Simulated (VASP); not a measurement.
# ZnSe in VASP: further runs

ZnSe is run at these levels: LDA; tasks: electric field gradients.

Program: VASP 6.6.1. These are calculated values, not measurements. Logs are shortened: lines on timing, memory, paths and dates and some standing lists are left out, and cuts for length are marked.

### 1 The cell of the first run

It takes space group F-43m (No. 216, cubic). The conventional cell has a = 5.553 Å, b = 5.553 Å, c = 5.553 Å, α = 90.00°, β = 90.00°, γ = 90.00°. Zn (site symmetry -43m) has 4 Se at 2.40 Å within 3.2 Å. Within 3.2 Å of Se (site symmetry -43m) lie 4 Zn at 2.40 Å.

### 2 Electric field gradients, LDA (volume scaled by 0.9405)

Input file INCAR:

```
SYSTEM = ZnSe
ALGO = Normal
EDIFF = 1E-8
ENCUT = 520
ISIF = 2
ISMEAR = -1
LASPH = .TRUE.
LCHARG = .FALSE.
LEFG = .TRUE.
LREAL = .FALSE.
LWAVE = .FALSE.
NBANDS = 16
NELM = 60
PREC = Accurate
SIGMA = 0.03
```

Input file KPOINTS:

```
k-points
0
G
  8 8 8
  0 0 0
```

Input file POSCAR:

```
ZnSe
1.0
    0.0000000000      2.7764432175      2.7764432175
    2.7764432175      0.0000000000      2.7764432175
    2.7764432175      2.7764432175      0.0000000000
Zn Se
1 1
Direct
    0.0000000000      0.0000000000      0.0000000000
    0.7500000000      0.7500000000      0.7500000000
```

Potentials or basis: VASP PAW LDA potentials, release 64 (Zn, Se).

The run is started by

```console
> cat potpaw_LDA.64/Zn/POTCAR potpaw_LDA.64/Se/POTCAR > POTCAR
> mpirun -np 1 vasp_std > vasp.out
```

OUTCAR:

```text
SYSTEM = ZnSe
   EDIFF = 1E-8
   ENCUT = 520
   ISIF = 2
   ISMEAR = -1
   LASPH = .TRUE.
   LREAL = .FALSE.
   NELM = 60
   PREC = Accurate

 ion  position               nearest neighbor table
   1  0.000  0.000  0.000-   2 2.40   2 2.40   2 2.40   2 2.40
   2  0.750  0.750  0.750-   1 2.40   1 2.40   1 2.40   1 2.40

  LATTYP: Found a face centered cubic cell.
 ALAT       =     5.5528864350

  Lattice vectors:

 A1 = (   0.0000000000,   2.7764432175,   2.7764432175)
 A2 = (   2.7764432175,   0.0000000000,   2.7764432175)
 A3 = (   2.7764432175,   2.7764432175,   0.0000000000)

Analysis of symmetry for initial positions (statically):
=====================================================================
 Subroutine PRICEL returns:
 Original cell was already a primitive cell.

 Routine SETGRP: Setting up the symmetry group for a
 face centered cubic supercell.

 Subroutine GETGRP returns: Found 24 space group operations
 (whereof 24 operations were pure point group operations)
 out of a pool of 48 trial point group operations.

The static configuration has the point symmetry T_d .

Analysis of symmetry for dynamics (positions and initial velocities):
=====================================================================
 Subroutine PRICEL returns:
 Original cell was already a primitive cell.

 Routine SETGRP: Setting up the symmetry group for a
 face centered cubic supercell.

 Subroutine GETGRP returns: Found 24 space group operations
 (whereof 24 operations were pure point group operations)
 out of a pool of 48 trial point group operations.

The dynamic configuration has the point symmetry T_d .

 Subroutine INISYM returns: Found 24 space group operations
 (whereof 24 operations are pure point group operations),
 and found     1 'primitive' translations

----------------------------------------------------------------------------------------

                                     Primitive cell

  volume of cell :      42.8052

  direct lattice vectors                    reciprocal lattice vectors
     0.000000000  2.776443217  2.776443217    -0.180086521  0.180086521  0.180086521
[... 123 lines left out ...]

 number of electron      17.9999987 magnetization

 Free energy of the ion-electron system (eV)
  ---------------------------------------------------
  ext. energy  EPLUGINS =         0.00000000
  ---------------------------------------------------
  free energy    TOTEN  =        -7.37030622 eV

  energy without entropy =       -7.37030622  energy(sigma->0) =       -7.37030622

 E-fermi :   2.7167     XC(G=0):  -9.9737

 val. band max:        2.0664304723   @ k =   0.0000   0.0000   0.0000
 cond. band min:       3.3897096983   @ k =   0.0000   0.0000   0.0000
 fundamental gap:      1.3232792260
 Fermi energy:         2.7167316288

 k-point     1 :       0.0000    0.0000    0.0000
  band No.  band energies     occupation
      1     -11.6358      2.00000
      2      -4.8530      2.00000
      3      -4.8530      2.00000
      4      -4.8530      2.00000
      5      -4.4368      2.00000
      6      -4.4368      2.00000
[... 433 lines left out ...]
      3      -4.6963      2.00000
      4      -4.4793      2.00000
      5      -4.4297      2.00000
      6      -4.1936      2.00000
[... 8 lines left out ...]
     15      14.8928      0.00000
     16      15.7852      0.00000

 [... further k-points ...]

------------------------ aborting loop because EDIFF is reached ----------------------------------------

  FORCE on cell =-STRESS in cart. coord.  units (eV):
  Direction    XX          YY          ZZ          XY          YZ          ZX
  --------------------------------------------------------------------------------------
  -------------------------------------------------------------------------------------
  Total        0.2559891      0.2559891      0.2559891      0.0000000      0.0000000     -0.0000000
  in kB        9.5815476      9.5815476      9.5815476      0.0000000      0.0000000     -0.0000000
  external PRESSURE =       9.5815476 kB  Pullay stress =       0.0000000 kB

 VOLUME and BASIS-vectors are now :
 -----------------------------------------------------------------------------
  energy-cutoff  :      520.00
  volume of cell :       42.81
      direct lattice vectors                 reciprocal lattice vectors
     0.000000000  2.776443217  2.776443217    -0.180086521  0.180086521  0.180086521
     2.776443217  0.000000000  2.776443217     0.180086521 -0.180086521  0.180086521
     2.776443217  2.776443217  0.000000000     0.180086521  0.180086521 -0.180086521

 POSITION                                       TOTAL-FORCE (eV/Angst)
 -----------------------------------------------------------------------------------
      0.00000      0.00000      0.00000        -0.000000     -0.000000     -0.000000
      4.16466      4.16466      4.16466         0.000000      0.000000      0.000000
 -----------------------------------------------------------------------------------
    total drift:                                0.000000      0.000000     -0.000000

  FREE ENERGIE OF THE ION-ELECTRON SYSTEM (eV)
  ---------------------------------------------------
  free  energy   TOTEN  =        -7.3703062244 eV

  energy  without entropy=       -7.3703062244  energy(sigma->0) =       -7.37030622

 Electric field gradients (V/A^2)
---------------------------------------------------------------------
 ion       V_xx      V_yy      V_zz      V_xy      V_xz      V_yz
---------------------------------------------------------------------
   1      -0.000    -0.000    -0.000     0.005     0.005     0.005
   2      -0.000     0.000     0.000     0.000     0.000     0.000
---------------------------------------------------------------------

 Electric field gradients after diagonalization (V/A^2)
 (convention: |V_zz| > |V_xx| > |V_yy|)
----------------------------------------------------------------------
 ion       V_xx      V_yy      V_zz     asymmetry (V_yy - V_xx)/ V_zz
----------------------------------------------------------------------
   1      -0.005    -0.005     0.010       0.000
   2      -0.000    -0.000     0.001       0.000
----------------------------------------------------------------------

           NMR quadrupolar parameters

 Cq : quadrupolar parameter    Cq=e*Q*V_zz/h
 eta: asymmetry parameters     (V_yy - V_xx)/ V_zz
 Q  : nuclear electric quadrupole moment in mb (millibarn)
----------------------------------------------------------------------
 ion       Cq(MHz)       eta       Q (mb)
----------------------------------------------------------------------
   1       0.000       0.000       1.000
   2       0.000       0.000       1.000
----------------------------------------------------------------------
```

stdout:

```text
POSCAR found type information on POSCAR ZnSe
 POSCAR found :  2 types and       2 ions
 scaLAPACK will be used
 LDA part: xc-table for (Slater(with rela. corr.)+CA(PZ))
 , standard interpolation
 POSCAR, INCAR and KPOINTS ok, starting setup
 FFT: planning ... GRIDC
 FFT: planning ... GRID_SOFT
 FFT: planning ... GRID
 WAVECAR not read
 entering main loop
ion   1

ion   2
```

Run time: 12 s. Hardware: 1 thread of Intel Xeon Platinum 8559C (Emerald Rapids), shared host; peak memory 0.15 GiB.

What came out:

```yaml
Free_energy: -7.3703 eV
Pressure: 1.0 GPa
Band_gap_on_the_k_mesh: 1.32 eV, direct
```

Caveat: without QUAD_EFG the Cq values of the log hold for a quadrupole moment of 1 mb, not for the nuclei.

### 3 Electric field gradients, LDA (equal xx and yy strain of -3 %)

Input file INCAR:

```
PREC = Accurate ; ENCUT = 520
EDIFF = 1E-8 ; ISMEAR = -1
SIGMA = 0.03 ; LREAL = False
LASPH = True ; NELM = 60
ALGO = Normal ; ISIF = 2
LWAVE = False ; LCHARG = False
LEFG = True ; NBANDS = 16
```

Input file KPOINTS:

```
Automatic mesh
0
Gamma
  8 8 8
```

Input file POSCAR:

```
ZnSe
1.0
    0.0000000000      2.7487860000      2.8338000000
    2.7487860000      0.0000000000      2.8338000000
    2.7487860000      2.7487860000      0.0000000000
Zn Se
1 1
Direct
    0.0000000000      0.0000000000      0.0000000000
    0.7500000000      0.7500000000      0.7500000000
```

Potentials or basis: VASP PAW LDA potentials, release 64 (Zn, Se).

The run is started by

```console
> cat potpaw_LDA.64/Zn/POTCAR potpaw_LDA.64/Se/POTCAR > POTCAR
> mpirun -np 1 vasp_std > vasp.out
```

OUTCAR:

```text
PREC = Accurate
   ENCUT = 520
   EDIFF = 1E-8
   ISMEAR = -1
   LREAL = False
   LASPH = True
   NELM = 60
   ISIF = 2

 ion  position               nearest neighbor table
   1  0.000  0.000  0.000-   2 2.41   2 2.41   2 2.41   2 2.41
   2  0.750  0.750  0.750-   1 2.41   1 2.41   1 2.41   1 2.41

  LATTYP: Found a body centered tetragonal cell.
 ALAT       =     3.8873704413
 C/A-ratio  =     1.4579521262

  Lattice vectors:

 A1 = (  -2.7487860000,   0.0000000000,   2.8338000000)
 A2 = (   2.7487860000,   0.0000000000,   2.8338000000)
 A3 = (   0.0000000000,   2.7487860000,  -2.8338000000)

Analysis of symmetry for initial positions (statically):
=====================================================================
 Subroutine PRICEL returns:
 Original cell was already a primitive cell.

 Routine SETGRP: Setting up the symmetry group for a
 body centered tetragonal supercell.

 Subroutine GETGRP returns: Found  8 space group operations
 (whereof  8 operations were pure point group operations)
 out of a pool of 16 trial point group operations.

The static configuration has the point symmetry D_2d.

Analysis of symmetry for dynamics (positions and initial velocities):
=====================================================================
 Subroutine PRICEL returns:
 Original cell was already a primitive cell.

 Routine SETGRP: Setting up the symmetry group for a
 body centered tetragonal supercell.

 Subroutine GETGRP returns: Found  8 space group operations
 (whereof  8 operations were pure point group operations)
 out of a pool of 16 trial point group operations.

The dynamic configuration has the point symmetry D_2d.

 Subroutine INISYM returns: Found  8 space group operations
 (whereof  8 operations are pure point group operations),
 and found     1 'primitive' translations

----------------------------------------------------------------------------------------

                                     Primitive cell

  volume of cell :      42.8234

  direct lattice vectors                    reciprocal lattice vectors
     0.000000000  2.748786000  2.833800000    -0.181898482  0.181898482  0.176441527
     2.748786000  0.000000000  2.833800000     0.181898482 -0.181898482  0.176441527
     2.748786000  2.748786000  0.000000000     0.181898482  0.181898482 -0.176441527

  length of vectors
     3.947942111  3.947942111  3.887370441     0.311938660  0.311938660  0.311938660

  position of ions in fractional coordinates (direct lattice)
     0.000000000  0.000000000  0.000000000
     0.750000000  0.750000000  0.750000000

  ion indices of the primitive-cell ions
   primitive index   ion index
                 1           1
                 2           2

----------------------------------------------------------------------------------------

 KPOINTS: Automatic mesh

Automatic generation of k-mesh.
 Grid dimensions read from file:
 generate k-points for:    8    8    8

 Generating k-lattice:

[... 69 lines left out ...]
   POTIM  = 0.5000    time-step for ionic-motion
   TEBEG  =    0.0;   TEEND  =   0.0 temperature during run
   PSTRESS=    0.0 pullay stress
   NELECT =      18.0000    total number of electrons
   NUPDOWN=      -1.0000    fix difference up-down
   EMIN   =  10.00;   EMAX   =-10.00  energy-range for DOS
   EFERMI =   0.00;   METHOD = LEGACY
   ISMEAR =    -1;   SIGMA  =   0.03  broadening in eV -4-tet -1-fermi 0-gaus
   EFERMI_NEDOS =   21; number of points for ismear=-14 and -15
   IALGO  =     38    algorithm
   IMIX   =      4    mixing-type and parameters
     AMIX     =   0.40;   BMIX     =  1.00
     AMIX_MAG =   1.60;   BMIX_MAG =  1.00
  volume/ion in A,a.u.               =      21.41       144.49
  Fermi-wavevector in a.u.,A,eV,Ry     =   1.226324  2.317417 20.461409  1.503871
  Thomas-Fermi vector in A             =   2.361329
   LORBIT       =      0    0 simple, 1 ext, 2 COOP (PROOUT), +10 PAW based schemes
   GGA     = CA    functional components
   LHFCALC =     F    Hartree Fock is set to
   AEXX    =    0.0000 exact exchange contribution
   IVDW    =     0    specifies the selected vdW correction
   LEPSILON=     F    determine dielectric tensor
   LRPA    =     F    only Hartree local field effects (RPA)
 non-spin polarized calculation
  energy-cutoff  :      520.00
  volume of cell :       42.82
 maximum number of plane-waves:      1179
 NGX is ok and might be reduce to    30
   NGX = 15   NGY = 15   NGZ = 15

 number of electron      17.9999986 magnetization

 Free energy of the ion-electron system (eV)
  ---------------------------------------------------
  ext. energy  EPLUGINS =         0.00000000
  ---------------------------------------------------
  free energy    TOTEN  =        -7.36715970 eV

  energy without entropy =       -7.36715970  energy(sigma->0) =       -7.36715970

 E-fermi :   2.7490     XC(G=0):  -9.9724

 val. band max:        2.1031398568   @ k =   0.0000   0.0000   0.0000
 cond. band min:       3.3793556868   @ k =   0.0000   0.0000   0.0000
 fundamental gap:      1.2762158300
 Fermi energy:         2.7489967993

 k-point     1 :       0.0000    0.0000    0.0000
  band No.  band energies     occupation
      1     -11.6352      2.00000
      2      -4.8640      2.00000
      3      -4.8493      2.00000
      4      -4.8493      2.00000
      5      -4.4440      2.00000
      6      -4.4353      2.00000
[... 433 lines left out ...]
      3      -4.7472      2.00000
      4      -4.6790      2.00000
      5      -4.4358      2.00000
      6      -4.4133      2.00000
[... 8 lines left out ...]
     15      13.8252      0.00000
     16      14.5672      0.00000

 [... further k-points ...]

------------------------ aborting loop because EDIFF is reached ----------------------------------------

  FORCE on cell =-STRESS in cart. coord.  units (eV):
  Direction    XX          YY          ZZ          XY          YZ          ZX
  --------------------------------------------------------------------------------------
  -------------------------------------------------------------------------------------
  Total        0.3513432      0.3513432      0.0220241      0.0000000     -0.0000000     -0.0000000
  in kB       13.1450147     13.1450147      0.8240003      0.0000000     -0.0000000     -0.0000000
  external PRESSURE =       9.0380099 kB  Pullay stress =       0.0000000 kB

 VOLUME and BASIS-vectors are now :
 -----------------------------------------------------------------------------
  energy-cutoff  :      520.00
  volume of cell :       42.82
      direct lattice vectors                 reciprocal lattice vectors
     0.000000000  2.748786000  2.833800000    -0.181898482  0.181898482  0.176441527
     2.748786000  0.000000000  2.833800000     0.181898482 -0.181898482  0.176441527
     2.748786000  2.748786000  0.000000000     0.181898482  0.181898482 -0.176441527

 POSITION                                       TOTAL-FORCE (eV/Angst)
 -----------------------------------------------------------------------------------
      0.00000      0.00000      0.00000        -0.000000     -0.000000     -0.000000
      4.12318      4.12318      4.25070         0.000000      0.000000      0.000000
 -----------------------------------------------------------------------------------
    total drift:                                0.000000      0.000000      0.000001

  FREE ENERGIE OF THE ION-ELECTRON SYSTEM (eV)
  ---------------------------------------------------
  free  energy   TOTEN  =        -7.3671596965 eV

  energy  without entropy=       -7.3671596965  energy(sigma->0) =       -7.36715970

 Electric field gradients (V/A^2)
---------------------------------------------------------------------
 ion       V_xx      V_yy      V_zz      V_xy      V_xz      V_yz
---------------------------------------------------------------------
   1       2.652     2.652    -5.305     0.007     0.003     0.003
   2      -6.730    -6.730    13.460     0.001     0.000     0.000
---------------------------------------------------------------------

 Electric field gradients after diagonalization (V/A^2)
 (convention: |V_zz| > |V_xx| > |V_yy|)
----------------------------------------------------------------------
 ion       V_xx      V_yy      V_zz     asymmetry (V_yy - V_xx)/ V_zz
----------------------------------------------------------------------
   1       2.659     2.645    -5.305       0.003
   2      -6.731    -6.729    13.460       0.000
----------------------------------------------------------------------

           NMR quadrupolar parameters

 Cq : quadrupolar parameter    Cq=e*Q*V_zz/h
 eta: asymmetry parameters     (V_yy - V_xx)/ V_zz
 Q  : nuclear electric quadrupole moment in mb (millibarn)
----------------------------------------------------------------------
 ion       Cq(MHz)       eta       Q (mb)
----------------------------------------------------------------------
   1      -0.013       0.003       1.000
   2       0.033       0.000       1.000
----------------------------------------------------------------------
```

OSZICAR:

```text
N       E                     dE             d eps       ncg     rms          rms(c)
DAV:   1     0.849538191837E+02    0.84954E+02   -0.87473E+03  1896   0.132E+03
DAV:   2    -0.232118551196E+01   -0.87275E+02   -0.81809E+02  2104   0.253E+02
DAV:   3    -0.763831246151E+01   -0.53171E+01   -0.52966E+01  2336   0.608E+01
DAV:   4    -0.768073780314E+01   -0.42425E-01   -0.42421E-01  2272   0.580E+00
DAV:   5    -0.768094528996E+01   -0.20749E-03   -0.20748E-03  2376   0.369E-01    0.537E+00
DAV:   6    -0.739931148604E+01    0.28163E+00   -0.55770E-01  2672   0.258E+01    0.404E+00
DAV:   7    -0.737227859443E+01    0.27033E-01   -0.15867E-01  2352   0.388E+00    0.167E+00
DAV:   8    -0.736771308740E+01    0.45655E-02   -0.34904E-03  2904   0.831E-01    0.427E-01
DAV:   9    -0.736715052635E+01    0.56256E-03   -0.94254E-04  2184   0.258E-01    0.576E-02
DAV:  10    -0.736716966622E+01   -0.19140E-04   -0.13797E-04  2736   0.130E-01    0.196E-02
DAV:  11    -0.736715967239E+01    0.99938E-05   -0.19509E-05  2808   0.692E-02    0.529E-03
DAV:  12    -0.736715967352E+01   -0.11225E-08   -0.31084E-06  2296   0.130E-02    0.140E-03
DAV:  13    -0.736715969475E+01   -0.21238E-07   -0.12543E-07  2344   0.258E-03    0.409E-04
DAV:  14    -0.736715969646E+01   -0.17005E-08   -0.40562E-09  1376   0.439E-04
   1 F= -.73671597E+01 E0= -.73671597E+01  d E =-.437601E-11
```

stdout:

```text
POSCAR found type information on POSCAR ZnSe
 POSCAR found :  2 types and       2 ions
 scaLAPACK will be used
 LDA part: xc-table for (Slater(with rela. corr.)+CA(PZ))
 , standard interpolation
 POSCAR, INCAR and KPOINTS ok, starting setup
 FFT: planning ... GRIDC
 FFT: planning ... GRID_SOFT
 FFT: planning ... GRID
 WAVECAR not read
 entering main loop
ion   1

ion   2
```

Wall time 92 s (1 thread of Intel Xeon 6975P-C, shared host); peak memory 0.17 GiB.

What came out:

```yaml
Free_energy: -7.3672 eV
Pressure: 0.9 GPa
Band_gap_on_the_k_mesh: 1.28 eV, direct
```

Electric field gradients, principal values (V/Å²):
| atom | least | middle | greatest (by size) |
| --- | --- | --- | --- |
| 1 Zn | 2.645 | 2.659 | -5.305 |
| 2 Se | -6.729 | -6.731 | 13.460 |

Caveat: the cell differs from its parent crystal (equal xx and yy strain of -3 %); without QUAD_EFG the Cq values of the log hold for a quadrupole moment of 1 mb, not for the nuclei.

[end of part 1 of 2]
